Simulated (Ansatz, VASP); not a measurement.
# BAs in VASP and in Ansatz

```
B As
1.0
     0.00000    2.39187    2.39187
     2.39187    0.00000    2.39187
     2.39187    2.39187    0.00000
B As
1 1
Direct
  0.00000 0.00000 0.00000
  0.25000 0.25000 0.25000
```

Alike in both runs: task single point; functional PBE-based global hybrid with a share of 0.35 of exact exchange; k mesh 4 × 4 × 4; no spin polarisation.

```csv
,VASP,Ansatz
version,VASP 6.6.1,Ansatz 0.2.0
potentials or method,"VASP PAW PBE potentials, release 64 (B, As_d)",plane waves
plane-wave cutoff (eV),420,420
occupations,"gaussian, width 0.01 eV",fixed
valence electrons in the cell,18,18
```

Ansatz gave:

```
gap on the k mesh at the Fermi level (eV) : 3.40
```

Question: What did VASP give for the same quantities?

Answer: gap on the k mesh at the Fermi level (eV): 3.48.

VASP's potentials were made for PBE, not for PBE-based global hybrid. Ansatz's warnings: stress exchange threshold loose, stress scf threshold loose.

The k mesh is coarse, so the values compare programs but aren't converged.
